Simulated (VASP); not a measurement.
Input of a VASP 6.6.1 run:

File POSCAR:

```
MgB2
1.0
    3.0658335884      0.0000000000      0.0000000000
   -1.5329167942      2.6550897713      0.0000000000
    0.0000000000      0.0000000000      3.5201620385
Mg B
1 2
Direct
    0.0000000000      0.0000000000      0.0000000000
    0.3333333333      0.6666666667      0.5000000000
    0.6666666667      0.3333333333      0.5000000000
```

File INCAR.step1:

```
ALGO = Normal
EDIFF = 1E-4
ENCUT = 520
GGA = PE
ISMEAR = 0
LASPH = True
LCHARG = False
LREAL = False
LWAVE = True
NBANDS = 11
NELM = 60
PREC = Accurate
SIGMA = 0.1
```

Contents of INCAR.step2:

```
ALGO = Normal
EDIFF = 1E-6
ENCUT = 520
ISIF = 2
ISMEAR = 0
ISTART = 1
LASPH = True
LCHARG = False
LMIXTAU = True
LREAL = False
LWAVE = False
METAGGA = R2SCAN
NBANDS = 11
NELM = 60
PREC = Accurate
SIGMA = 0.1
```

Contents of KPOINTS:

```
k-points
0
Gamma
  15 15 12
```

Potentials or basis: VASP PAW PBE potentials, release 64 (Mg, B).

The run is started by

```console
$ cat potpaw_PBE.64/Mg/POTCAR potpaw_PBE.64/B/POTCAR > POTCAR
$ cp INCAR.step1 INCAR
$ mpirun -np 1 vasp_std > vasp.out
$ cp INCAR.step2 INCAR
$ mpirun -np 1 vasp_std > vasp.out
```

(1) Estimate the band gap on the k mesh.

(2) Estimate the pressure.

Results:

(1) zero (bands 4 and 5 overlap by 3.98 eV).

(2) -0.4 GPa.

Caveat: the PAW data sets were made with another functional, which shifts forces and pressure a little.
